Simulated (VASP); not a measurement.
# Al (Fm-3m) in VASP: a series of runs

The runs below take Al through single point, with r2SCAN.

All numbers are computed with VASP 6.6.1; they aren't measurements. Logs are shortened: lines on timing, memory, paths and dates and some standing lists are left out, and cuts for length are marked.

## Step 1: The cell of the first run

The structure is cubic, space group Fm-3m (No. 225). The conventional cell has a = 3.991 Å, b = 3.991 Å, c = 3.991 Å, α = 90.00°, β = 90.00°, γ = 90.00°. Al (site symmetry m-3m) has 12 Al at 2.82 Å within 3.7 Å.

## Step 2: Single point, r2SCAN

POSCAR reads:

```
Al
1.0
    0.0000000000      1.9956450440      1.9956450440
    1.9956450440      0.0000000000      1.9956450440
    1.9956450440      1.9956450440      0.0000000000
Al
1
Direct
    0.0000000000      0.0000000000      0.0000000000
```

INCAR.step1 reads:

```
ALGO = Normal ; EDIFF = 1E-4
ENCUT = 520 ; GGA = PE
ISMEAR = 0 ; LASPH = T
LCHARG = F ; LREAL = F
LWAVE = T ; NBANDS = 8
NELM = 100 ; PREC = Accurate
SIGMA = 0.05
```

INCAR.step2 reads:

```
ALGO = Normal ; EDIFF = 1E-6
ENCUT = 520 ; ISIF = 2
ISMEAR = 0 ; ISTART = 1
LASPH = T ; LCHARG = T
LELF = T ; LMIXTAU = T
LREAL = F ; LVHAR = T
LWAVE = F ; METAGGA = R2SCAN
NBANDS = 8 ; NELM = 100
PREC = Accurate ; SIGMA = 0.05
```

KPOINTS reads:

```
k-points
0
Gamma
  18 18 18
```

Potentials or basis: VASP PAW PBE potentials, release 64 (Al).

The run is started by

```bash
$ cat potpaw_PBE.64/Al/POTCAR > POTCAR
$ cp INCAR.step1 INCAR
$ mpirun -np 1 vasp_std > vasp.out
$ cp INCAR.step2 INCAR
$ mpirun -np 1 vasp_std > vasp.out
```

OUTCAR:

```text
EDIFF = 1E-6
   ENCUT = 520
   ISIF = 2
   ISMEAR = 0
   ISTART = 1
   LASPH = T
   LREAL = F
   METAGGA = R2SCAN
   NELM = 100
   PREC = Accurate

 ion  position               nearest neighbor table
   1  0.000  0.000  0.000-

  LATTYP: Found a face centered cubic cell.
 ALAT       =     3.9912900880

  Lattice vectors:

 A1 = (   0.0000000000,   1.9956450440,   1.9956450440)
 A2 = (   1.9956450440,   0.0000000000,   1.9956450440)
 A3 = (   1.9956450440,   1.9956450440,   0.0000000000)

Analysis of symmetry for initial positions (statically):
=====================================================================
 Subroutine PRICEL returns:
 Original cell was already a primitive cell.

 Routine SETGRP: Setting up the symmetry group for a
 face centered cubic supercell.

 Subroutine GETGRP returns: Found 48 space group operations
 (whereof 48 operations were pure point group operations)
 out of a pool of 48 trial point group operations.

The static configuration has the point symmetry O_h .

Analysis of symmetry for dynamics (positions and initial velocities):
=====================================================================
 Subroutine PRICEL returns:
 Original cell was already a primitive cell.

 Routine SETGRP: Setting up the symmetry group for a
 face centered cubic supercell.

 Subroutine GETGRP returns: Found 48 space group operations
 (whereof 48 operations were pure point group operations)
 out of a pool of 48 trial point group operations.

The dynamic configuration has the point symmetry O_h .

 Subroutine INISYM returns: Found 48 space group operations
 (whereof 48 operations are pure point group operations),
 and found     1 'primitive' translations

----------------------------------------------------------------------------------------

                                     Primitive cell

  volume of cell :      15.8957

  direct lattice vectors                    reciprocal lattice vectors
     0.000000000  1.995645044  1.995645044    -0.250545557  0.250545557  0.250545557
     1.995645044  0.000000000  1.995645044     0.250545557 -0.250545557  0.250545557
     1.995645044  1.995645044  0.000000000     0.250545557  0.250545557 -0.250545557

  length of vectors
     2.822268287  2.822268287  2.822268287     0.433957635  0.433957635  0.433957635

  position of ions in fractional coordinates (direct lattice)
     0.000000000  0.000000000  0.000000000

  ion indices of the primitive-cell ions
   primitive index   ion index
                 1           1

----------------------------------------------------------------------------------------

 KPOINTS: k-points

Automatic generation of k-mesh.
 Grid dimensions read from file:
 generate k-points for:   18   18   18

 Generating k-lattice:

  Cartesian coordinates                     Fractional coordinates (reciprocal lattice)
    -0.013919198  0.013919198  0.013919198     0.055555556  0.000000000  0.000000000
     0.013919198 -0.013919198  0.013919198     0.000000000  0.055555556  0.000000000
     0.013919198  0.013919198 -0.013919198     0.000000000  0.000000000  0.055555556

  Length of vectors
     0.024108758  0.024108758  0.024108758

  Shift w.r.t. Gamma in fractional coordinates (k-lattice)
     0.000000000  0.000000000  0.000000000

 Subroutine IBZKPT returns following result:
 ===========================================

 Found    195 irreducible k-points:

 Following reciprocal coordinates:
            Coordinates               Weight
  0.000000  0.000000  0.000000      1.000000
  0.055556  0.000000  0.000000      8.000000
  0.111111  0.000000  0.000000      8.000000
  0.166667  0.000000  0.000000      8.000000
  0.222222  0.000000  0.000000      8.000000
  0.277778  0.000000  0.000000      8.000000
[... 16 lines left out ...]
 -0.277778  0.055556  0.000000     24.000000
 -0.222222  0.055556  0.000000     24.000000
 [... further k-points ...]
   k-points           NKPTS =    195   k-points in BZ     NKDIM =    195   number of bands    NBANDS=      8
   number of dos      NEDOS =    301   number of ions     NIONS =      1
   total plane-waves  NPLWV =  13824
   dimension x,y,z NGX =    24 NGY =   24 NGZ =   24
   dimension x,y,z NGXF=    48 NGYF=   48 NGZF=   48
   ions per type =               1
   NGX,Y,Z   is equivalent  to a cutoff of  14.14, 14.14, 14.14 a.u.
   NGXF,Y,Z  is equivalent  to a cutoff of  28.27, 28.27, 28.27 a.u.
 SYSTEM =  unknown system
   PREC   = accura    normal or accurate (medium, high low for compatibility)
   ISTART =      1    job   : 0-new  1-cont  2-samecut
   ICHARG =      0    charge: 1-file 2-atom 10-const
   ISPIN  =      1    spin polarized calculation?
   LNONCOLLINEAR =      F non collinear calculations
   LSORBIT =      F    spin-orbit coupling
   LASPH  =      T    aspherical Exc in radial PAW
   ENCUT  =  520.0 eV  38.22 Ry    6.18 a.u.   5.25  5.25  5.25*2*pi/ulx,y,z
   NELM   =    100;   NELMIN=  2; NELMDL=  0     # of ELM steps
   EDIFF  = 0.1E-05   stopping-criterion for ELM
   LREAL  =      F    real-space projection
   EDIFFG = 0.1E-04   stopping-criterion for IOM
   NSW    =      0    number of steps for IOM
   IBRION =     -1    ionic relax: 0-MD 1-quasi-New 2-CG
   NFREE  =      0    steps in history (QN), initial steepest desc. (CG)
   ISIF   =      2    stress and relaxation
   ISYM   =      2    0-nonsym 1-usesym 2-fastsym
   POTIM  = 0.5000    time-step for ionic-motion
   TEBEG  =    0.0;   TEEND  =   0.0 temperature during run
   PSTRESS=    0.0 pullay stress
   NELECT =       3.0000    total number of electrons
   NUPDOWN=      -1.0000    fix difference up-down
   EMIN   =  10.00;   EMAX   =-10.00  energy-range for DOS
   EFERMI =   0.00;   METHOD = LEGACY
   ISMEAR =     0;   SIGMA  =   0.05  broadening in eV -4-tet -1-fermi 0-gaus
   EFERMI_NEDOS =   21; number of points for ismear=-14 and -15
   IALGO  =     38    algorithm
   IMIX   =      4    mixing-type and parameters
     AMIX     =   0.40;   BMIX     =  1.00
     AMIX_MAG =   1.60;   BMIX_MAG =  1.00
  volume/ion in A,a.u.               =      15.90       107.27
  Fermi-wavevector in a.u.,A,eV,Ry     =   0.939050  1.774547 11.997815  0.881815
  Thomas-Fermi vector in A             =   2.066323
   LORBIT       =      0    0 simple, 1 ext, 2 COOP (PROOUT), +10 PAW based schemes
   METAGGA = R2SCAN    functional components
   LHFCALC =     F    Hartree Fock is set to
   AEXX    =    0.0000 exact exchange contribution
   IVDW    =     0    specifies the selected vdW correction
   LEPSILON=     F    determine dielectric tensor
   LRPA    =     F    only Hartree local field effects (RPA)
 non-spin polarized calculation
 Gauss-broadening in eV      SIGMA  =   0.05
  energy-cutoff  :      520.00
  volume of cell :       15.90
 maximum number of plane-waves:       444
 NGX is ok and might be reduce to    24
   NGX = 11   NGY = 11   NGZ = 11

 number of electron       3.0000000 magnetization

 Free energy of the ion-electron system (eV)
  ---------------------------------------------------
  ext. energy  EPLUGINS =         0.00000000
  ---------------------------------------------------
  free energy    TOTEN  =        -6.73596050 eV

  energy without entropy =       -6.73515446  energy(sigma->0) =       -6.73555748

 E-fermi :   8.4039     XC(G=0): -11.0449

 val. band max:        8.4009957656   @ k =  -0.3333   0.4444   0.1111
 cond. band min:       8.4507773125   @ k =  -0.3333   0.3889   0.0556
 fundamental gap:      0.0497815469
 Fermi energy:         8.4038697381

 k-point     1 :       0.0000    0.0000    0.0000
  band No.  band energies     occupation
      1      -3.6937      2.00000
      2      21.9452      0.00000
      3      21.9452      0.00000
      4      21.9452      0.00000
      5      24.1527      0.00000
      6      24.1527      0.00000
      7      24.1527      0.00000
      8      26.0456      0.00000

 k-point     2 :       0.0556    0.0000    0.0000
  band No.  band energies     occupation
      1      -3.6024      2.00000
      2      20.4147      0.00000
      3      21.6895      0.00000
      4      21.6895      0.00000
      5      24.5547      0.00000
      6      24.5547      0.00000
      7      24.6053      0.00000
      8      27.0568      0.00000

 k-point     3 :       0.1111    0.0000    0.0000
  band No.  band energies     occupation
      1      -3.3286      2.00000
      2      18.0325      0.00000
      3      21.2109      0.00000
      4      21.2109      0.00000
      5      24.5782      0.00000
      6      25.4510      0.00000
      7      25.4510      0.00000
      8      27.7787      0.00000

 k-point     4 :       0.1667    0.0000    0.0000
  band No.  band energies     occupation
      1      -2.8736      2.00000
      2      15.6154      0.00000
      3      20.7664      0.00000
      4      20.7664      0.00000
      5      24.3641      0.00000
      6      26.0819      0.00000
      7      26.0819      0.00000
      8      27.0683      0.00000

 k-point     5 :       0.2222    0.0000    0.0000
  band No.  band energies     occupation
      1      -2.2390      2.00000
      2      13.2762      0.00000
      3      20.4314      0.00000
      4      20.4314      0.00000
      5      24.1556      0.00000
      6      25.0844      0.00000
      7      25.0844      0.00000
      8      28.2225      0.00000
[... 177 lines left out ...]
 k-point    22 :      -0.3333    0.0556    0.0000
  band No.  band energies     occupation
      1       0.0034      2.00000
      2       8.3637      1.74412
      3      18.3588      0.00000
      4      21.3589      0.00000
      5      21.6748      0.00000
      6      23.1161      0.00000
      7      24.7828      0.00000
      8      27.9063      0.00000

 k-point    23 :      -0.2778    0.0556    0.0000
  band No.  band energies     occupation
      1      -1.0384      2.00000
      2      10.4054      0.00000
      3      18.3808      0.00000
      4      21.4913      0.00000
      5      22.4889      0.00000
      6      24.0343      0.00000
      7      24.7548      0.00000
      8      28.7645      0.00000

 k-point    24 :      -0.2222    0.0556    0.0000
  band No.  band energies     occupation
      1      -1.9078      2.00000
      2      12.5800      0.00000
      3      18.5566      0.00000
      4      21.6325      0.00000
      5      23.5678      0.00000
      6      24.7017      0.00000
      7      25.2253      0.00000
      8      27.5715      0.00000

 [... further k-points ...]

------------------------ aborting loop because EDIFF is reached ----------------------------------------

  FORCE on cell =-STRESS in cart. coord.  units (eV):
  Direction    XX          YY          ZZ          XY          YZ          ZX
  --------------------------------------------------------------------------------------
  -------------------------------------------------------------------------------------
  Total       -0.0321271     -0.0321271     -0.0321271      0.0000000     -0.0000000      0.0000000
  in kB       -3.2381842     -3.2381842     -3.2381842      0.0000000     -0.0000000      0.0000000
  external PRESSURE =      -3.2381842 kB  Pullay stress =       0.0000000 kB

 VOLUME and BASIS-vectors are now :
 -----------------------------------------------------------------------------
  energy-cutoff  :      520.00
  volume of cell :       15.90
      direct lattice vectors                 reciprocal lattice vectors
     0.000000000  1.995645044  1.995645044    -0.250545557  0.250545557  0.250545557
     1.995645044  0.000000000  1.995645044     0.250545557 -0.250545557  0.250545557
     1.995645044  1.995645044  0.000000000     0.250545557  0.250545557 -0.250545557

 POSITION                                       TOTAL-FORCE (eV/Angst)
 -----------------------------------------------------------------------------------
      0.00000      0.00000      0.00000         0.000000     -0.000000      0.000000
 -----------------------------------------------------------------------------------
    total drift:                                0.000000     -0.000000     -0.000000

  FREE ENERGIE OF THE ION-ELECTRON SYSTEM (eV)
  ---------------------------------------------------
  free  energy   TOTEN  =        -6.7359604966 eV

  energy  without entropy=       -6.7351544595  energy(sigma->0) =       -6.73555748
```

It took 51 s on 1 thread of Intel Xeon 6975P-C (Granite Rapids), shared host; peak memory 0.14 GiB.

What came out:

- Free energy: -6.7360 eV
- Pressure: -0.3 GPa

Caveat: the PAW data sets were made with another functional, which shifts forces and pressure a little.

## Step 3: Single point, r2SCAN

POSCAR is that of step 2.

INCAR.step1 reads:

```
SYSTEM = Al
PREC = Accurate
ENCUT = 520
ISMEAR = 0
SIGMA = 0.05
LREAL = .False.
LASPH = .True.
NELM = 60
NBANDS = 8
GGA = PE
ALGO = Normal
EDIFF = 1E-4
LWAVE = .True.
LCHARG = .False.
```

INCAR.step2 reads:

```
SYSTEM = Al
PREC = Accurate
ENCUT = 520
EDIFF = 1E-6
ISMEAR = 0
SIGMA = 0.05
LREAL = .False.
LASPH = .True.
NELM = 60
ALGO = Normal
ISIF = 2
LWAVE = .False.
LCHARG = .True.
METAGGA = R2SCAN
LMIXTAU = .True.
LELF = .True.
LVHAR = .True.
NBANDS = 8
ISTART = 1
```

KPOINTS reads:

```
regular mesh
0
Gamma
  18 18 18
  0 0 0
```

Potentials or basis: VASP PAW PBE potentials, release 64 (Al).

The run is started by

```bash
$ cat potpaw_PBE.64/Al/POTCAR > POTCAR
$ cp INCAR.step1 INCAR
$ mpirun -np 1 vasp_std > vasp.out
$ cp INCAR.step2 INCAR
$ mpirun -np 1 vasp_std > vasp.out
```

Run time: 50 s. Hardware: 1 thread of Intel Xeon 6975P-C (Granite Rapids), shared host; peak memory 0.14 GiB.

The run converged. Its results:

| Quantity | Value |
| --- | --- |
| Free energy | -6.7360 eV |
| Pressure | -0.3 GPa |

Levels at points of the mesh, in eV from the Fermi level:
```csv
k point,band 1,band 2,band 3,band 4
"(0.00, 0.00, 0.00)",-12.10,13.54,13.54,13.54
"(0.50, 0.00, 0.00)",-5.15,-4.58,12.27,12.27
"(0.50, 0.50, 0.00)",-3.24,-1.66,5.48,6.19
```

Caveat: the PAW data sets were made with another functional, which shifts forces and pressure a little.

[end of part 1 of 2]
